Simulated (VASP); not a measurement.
# C (I4_122) in VASP: single point with PBE

Aim: the single point of C with PBE.

All numbers are computed with VASP 6.6.1; they aren't measurements. Logs are shortened: lines on timing, memory, paths and dates and some standing lists are left out, and cuts for length are marked.

## 1. The cell of the first run

The structure is tetragonal, space group I4_122 (No. 98). The conventional cell has a = 5.046 Å, b = 5.046 Å, c = 2.871 Å, α = 90.00°, β = 90.00°, γ = 90.00°. C (site symmetry 222) has 8 C at 1.70 to 2.22 Å within 2.3 Å. C (site symmetry 2) has 4 C at 1.46 to 1.70 Å within 1.9 Å.

The cell was built from a structure type or drawn by symmetry, and may not be a known phase.

## 2. Single point, PBE

INCAR reads:

```
SYSTEM = C
PREC = Accurate ; ENCUT = 910
EDIFF = 1E-6 ; ISMEAR = 0
SIGMA = 0.02 ; LREAL = .FALSE.
LASPH = .TRUE. ; NELM = 120
ALGO = Normal ; ISIF = 2
LWAVE = .FALSE. ; LCHARG = .FALSE.
GGA = PE ; NBANDS = 21
GGA_COMPAT = .FALSE.
```

KPOINTS reads:

```
regular mesh
0
G
  12 12 12
  0 0 0
```

POSCAR reads:

```
C
1.0
   -2.5230164029      2.5230164029      1.4353986109
    2.5230164029     -2.5230164029      1.4353986109
    2.5230164029      2.5230164029     -1.4353986109
C
6
Direct
    0.5000000000      0.5000000000      0.0000000000
    0.2500000000      0.7500000000      0.5000000000
    0.8033141287      0.6250000000      0.6783141287
    0.9466858713      0.1250000000      0.3216858713
    0.3750000000      0.1966858713      0.3216858713
    0.8750000000      0.0533141287      0.6783141287
```

Potentials or basis: VASP PAW PBE potentials, release 64 (C_h).

The run is started by

```
$ cat potpaw_PBE.64/C_h/POTCAR > POTCAR
$ mpirun -np 1 vasp_std > vasp.out
```

OUTCAR:

```text
SYSTEM = C
   PREC = Accurate
   ENCUT = 910
   EDIFF = 1E-6
   ISMEAR = 0
   LREAL = .FALSE.
   LASPH = .TRUE.
   NELM = 120
   ISIF = 2
   GGA = PE

 ion  position               nearest neighbor table
   1  0.500  0.500  0.000-
   2  0.250  0.750  0.500-
   3  0.803  0.625  0.678-   5 1.46   6 1.46
   4  0.947  0.125  0.322-   5 1.46   6 1.46
   5  0.375  0.197  0.322-   3 1.46   4 1.46
   6  0.875  0.053  0.678-   3 1.46   4 1.46

  LATTYP: Found a body centered tetragonal cell.
 ALAT       =     5.0460328058
 C/A-ratio  =     0.5689216326

  Lattice vectors:

 A1 = (  -2.5230164029,   2.5230164029,   1.4353986109)
 A2 = (   2.5230164029,  -2.5230164029,   1.4353986109)
 A3 = (   2.5230164029,   2.5230164029,  -1.4353986109)

Analysis of symmetry for initial positions (statically):
=====================================================================
 Subroutine PRICEL returns:
 Original cell was already a primitive cell.

 Routine SETGRP: Setting up the symmetry group for a
 body centered tetragonal supercell.

 Subroutine GETGRP returns: Found  8 space group operations
 (whereof  4 operations were pure point group operations)
 out of a pool of 16 trial point group operations.

The static configuration has the point symmetry D_2 .
 The point group associated with its full space group is D_4 .

Analysis of symmetry for dynamics (positions and initial velocities):
=====================================================================
 Subroutine PRICEL returns:
 Original cell was already a primitive cell.

 Routine SETGRP: Setting up the symmetry group for a
 body centered tetragonal supercell.

 Subroutine GETGRP returns: Found  8 space group operations
 (whereof  4 operations were pure point group operations)
 out of a pool of 16 trial point group operations.

The dynamic configuration has the point symmetry D_2 .
 The point group associated with its full space group is D_4 .

 Subroutine INISYM returns: Found  8 space group operations
 (whereof  4 operations are pure point group operations),
 and found     1 'primitive' translations

----------------------------------------------------------------------------------------

                                     Primitive cell

  volume of cell :      36.5488

  direct lattice vectors                    reciprocal lattice vectors
    -2.523016403  2.523016403  1.435398611     0.000000000  0.198175485  0.348335296
     2.523016403 -2.523016403  1.435398611     0.198175485  0.000000000  0.348335296
     2.523016403  2.523016403 -1.435398611     0.198175485  0.198175485  0.000000000

  length of vectors
     3.845983972  3.845983972  3.845983972     0.400763024  0.400763024  0.280262459

  position of ions in fractional coordinates (direct lattice)
     0.500000000  0.500000000  0.000000000
     0.250000000  0.750000000  0.500000000
     0.803314129  0.625000000  0.678314129
     0.946685871  0.125000000  0.321685871
     0.375000000  0.196685871  0.321685871
     0.875000000  0.053314129  0.678314129

  ion indices of the primitive-cell ions
   primitive index   ion index
                 1           1
                 2           2
                 3           3
                 4           4
                 5           5
                 6           6

----------------------------------------------------------------------------------------

 KPOINTS: regular mesh

Automatic generation of k-mesh.
 Grid dimensions read from file:
 generate k-points for:   12   12   12

 Generating k-lattice:

  Cartesian coordinates                     Fractional coordinates (reciprocal lattice)
     0.000000000  0.016514624  0.029027941     0.083333333  0.000000000  0.000000000
     0.016514624  0.000000000  0.029027941     0.000000000  0.083333333  0.000000000
     0.016514624  0.016514624  0.000000000     0.000000000  0.000000000  0.083333333

  Length of vectors
     0.033396919  0.033396919  0.023355205

  Shift w.r.t. Gamma in fractional coordinates (k-lattice)
     0.000000000  0.000000000  0.000000000

 Subroutine IBZKPT returns following result:
 ===========================================

 Found    163 irreducible k-points:

 Following reciprocal coordinates:
            Coordinates               Weight
  0.000000  0.000000  0.000000      1.000000
  0.083333 -0.000000  0.000000      8.000000
  0.166667  0.000000 -0.000000      8.000000
  0.250000  0.000000  0.000000      8.000000
  0.333333  0.000000 -0.000000      8.000000
  0.416667  0.000000  0.000000      8.000000
[... 16 lines left out ...]
  0.500000  0.166667  0.000000     16.000000
 -0.416667  0.166667  0.000000     16.000000
 [... further k-points ...]
   k-points           NKPTS =    163   k-points in BZ     NKDIM =    163   number of bands    NBANDS=     21
   number of dos      NEDOS =    301   number of ions     NIONS =      6
   total plane-waves  NPLWV =  64000
   dimension x,y,z NGX =    40 NGY =   40 NGZ =   40
   dimension x,y,z NGXF=    80 NGYF=   80 NGZF=   80
   ions per type =               6
   NGX,Y,Z   is equivalent  to a cutoff of  17.29, 17.29, 17.29 a.u.
   NGXF,Y,Z  is equivalent  to a cutoff of  34.58, 34.58, 34.58 a.u.
 SYSTEM =  C
   PREC   = accura    normal or accurate (medium, high low for compatibility)
   ISTART =      0    job   : 0-new  1-cont  2-samecut
   ICHARG =      2    charge: 1-file 2-atom 10-const
   ISPIN  =      1    spin polarized calculation?
   LNONCOLLINEAR =      F non collinear calculations
   LSORBIT =      F    spin-orbit coupling
   LASPH  =      T    aspherical Exc in radial PAW
   ENCUT  =  910.0 eV  66.88 Ry    8.18 a.u.   9.46  9.46  9.46*2*pi/ulx,y,z
   NELM   =    120;   NELMIN=  2; NELMDL= -5     # of ELM steps
   EDIFF  = 0.1E-05   stopping-criterion for ELM
   LREAL  =      F    real-space projection
   EDIFFG = 0.1E-04   stopping-criterion for IOM
   NSW    =      0    number of steps for IOM
   IBRION =     -1    ionic relax: 0-MD 1-quasi-New 2-CG
   NFREE  =      0    steps in history (QN), initial steepest desc. (CG)
   ISIF   =      2    stress and relaxation
   ISYM   =      2    0-nonsym 1-usesym 2-fastsym
   POTIM  = 0.5000    time-step for ionic-motion
   TEBEG  =    0.0;   TEEND  =   0.0 temperature during run
   PSTRESS=    0.0 pullay stress
   NELECT =      24.0000    total number of electrons
   NUPDOWN=      -1.0000    fix difference up-down
   EMIN   =  10.00;   EMAX   =-10.00  energy-range for DOS
   EFERMI =   0.00;   METHOD = LEGACY
   ISMEAR =     0;   SIGMA  =   0.02  broadening in eV -4-tet -1-fermi 0-gaus
   EFERMI_NEDOS =   21; number of points for ismear=-14 and -15
   IALGO  =     38    algorithm
   IMIX   =      4    mixing-type and parameters
     AMIX     =   0.40;   BMIX     =  1.00
     AMIX_MAG =   1.60;   BMIX_MAG =  1.00
  volume/ion in A,a.u.               =       6.09        41.11
  Fermi-wavevector in a.u.,A,eV,Ry     =   1.422944  2.688974 27.548648  2.024769
  Thomas-Fermi vector in A             =   2.543594
   LORBIT       =      0    0 simple, 1 ext, 2 COOP (PROOUT), +10 PAW based schemes
   GGA     = PE    functional components
   LHFCALC =     F    Hartree Fock is set to
   AEXX    =    0.0000 exact exchange contribution
   IVDW    =     0    specifies the selected vdW correction
   LEPSILON=     F    determine dielectric tensor
   LRPA    =     F    only Hartree local field effects (RPA)
 non-spin polarized calculation
 Gauss-broadening in eV      SIGMA  =   0.02
  energy-cutoff  :      910.00
  volume of cell :       36.55
 maximum number of plane-waves:      2304
 NGX is ok and might be reduce to    40
   NGX = 19   NGY = 19   NGZ = 19

 number of electron      24.0000000 magnetization

 Free energy of the ion-electron system (eV)
  ---------------------------------------------------
  ext. energy  EPLUGINS =         0.00000000
  ---------------------------------------------------
  free energy    TOTEN  =       -45.72238634 eV

  energy without entropy =      -45.72238634  energy(sigma->0) =      -45.72238634

 E-fermi :   9.9651     XC(G=0): -13.0971

 val. band max:        9.8554768783   @ k =  -0.2500  -0.2500   0.2500
 cond. band min:      11.2689793155   @ k =   0.0000   0.0000   0.0000
 fundamental gap:      1.4135024372
 Fermi energy:         9.9651275257

 k-point     1 :       0.0000    0.0000    0.0000
  band No.  band energies     occupation
      1     -11.7343      2.00000
      2      -3.2299      2.00000
      3      -2.2136      2.00000
      4      -2.2136      2.00000
      5      -0.0933      2.00000
      6       4.1212      2.00000
[... 13 lines left out ...]
     20      19.5905      0.00000
     21      22.7794      0.00000

 k-point     2 :       0.0833   -0.0000    0.0000
  band No.  band energies     occupation
      1     -11.6077      2.00000
      2      -3.4340      2.00000
      3      -2.3408      2.00000
      4      -1.8033      2.00000
      5       0.1988      2.00000
      6       2.5474      2.00000
[... 13 lines left out ...]
     20      20.9137      0.00000
     21      22.6118      0.00000

 k-point     3 :       0.1667    0.0000   -0.0000
  band No.  band energies     occupation
      1     -11.2290      2.00000
      2      -3.6737      2.00000
      3      -2.5500      2.00000
      4      -1.0861      2.00000
      5       0.2924      2.00000
      6       1.4138      2.00000
[... 13 lines left out ...]
     20      21.5063      0.00000
     21      21.9995      0.00000
[... 457 lines left out ...]
 k-point    23 :       0.5000    0.1667    0.0000
  band No.  band energies     occupation
      1      -9.2049      2.00000
      2      -5.1976      2.00000
      3      -4.2735      2.00000
      4      -2.4019      2.00000
      5      -0.3066      2.00000
      6       1.7732      2.00000
[... 13 lines left out ...]
     20      21.0572      0.00000
     21      22.1700      0.00000

 k-point    24 :      -0.4167    0.1667    0.0000
  band No.  band energies     occupation
      1     -10.1354      2.00000
      2      -5.3203      2.00000
      3      -3.0706      2.00000
      4      -2.1520      2.00000
      5       0.8708      2.00000
      6       1.2067      2.00000
[... 13 lines left out ...]
     20      20.9389      0.00000
     21      22.4105      0.00000

 [... further k-points ...]

------------------------ aborting loop because EDIFF is reached ----------------------------------------

  FORCE on cell =-STRESS in cart. coord.  units (eV):
  Direction    XX          YY          ZZ          XY          YZ          ZX
  --------------------------------------------------------------------------------------
  -------------------------------------------------------------------------------------
  Total       -0.0629932     -0.0629932     -0.0454788      0.0000000      0.0000000      0.0000000
  in kB       -2.7614139     -2.7614139     -1.9936396      0.0000000      0.0000000      0.0000000
  external PRESSURE =      -2.5054891 kB  Pullay stress =       0.0000000 kB

 VOLUME and BASIS-vectors are now :
 -----------------------------------------------------------------------------
  energy-cutoff  :      910.00
  volume of cell :       36.55
      direct lattice vectors                 reciprocal lattice vectors
    -2.523016403  2.523016403  1.435398611     0.000000000  0.198175485  0.348335296
     2.523016403 -2.523016403  1.435398611     0.198175485  0.000000000  0.348335296
     2.523016403  2.523016403 -1.435398611     0.198175485  0.198175485  0.000000000

 POSITION                                       TOTAL-FORCE (eV/Angst)
 -----------------------------------------------------------------------------------
      0.00000      0.00000      1.43540        -0.000000     -0.000000      0.000000
      2.52302     -0.00000      0.71770         0.000000     -0.000000     -0.000000
      1.26151      2.16129      1.07655        -0.000000      0.010640      0.000000
     -1.26151      2.88475      1.07655         0.000000     -0.010640     -0.000000
      0.36173      1.26151      0.35885        -0.010640     -0.000000     -0.000000
     -0.36173      3.78452      0.35885         0.010640     -0.000000      0.000000
 -----------------------------------------------------------------------------------
    total drift:                               -0.000000      0.000000     -0.000000

  FREE ENERGIE OF THE ION-ELECTRON SYSTEM (eV)
  ---------------------------------------------------
  free  energy   TOTEN  =       -45.7223863413 eV

  energy  without entropy=      -45.7223863413  energy(sigma->0) =      -45.72238634
```

Wall time 2.3 min (1 thread of Intel Xeon 6975P-C (Granite Rapids), shared host); peak memory 0.35 GiB.

What came out:

| Property | Result |
| --- | --- |
| Free energy | -45.7224 eV |
| Pressure | -0.3 GPa |
| Largest force | 0.011 eV/Å |
| Band gap on the k mesh | 1.41 eV (least direct gap 2.73 eV) |

Forces in eV/Å, atoms in the order of the input:
```
C    0.000  0.000  0.000
C    0.000  0.000  0.000
C    0.000  0.011  0.000
C    0.000 -0.011  0.000
C   -0.011  0.000  0.000
C    0.011  0.000  0.000
```

Caveat: the cutoff is under 1.25 times the usual one of these potentials, so pressure, stress and relaxed cells hold a basis-set (Pulay) error.
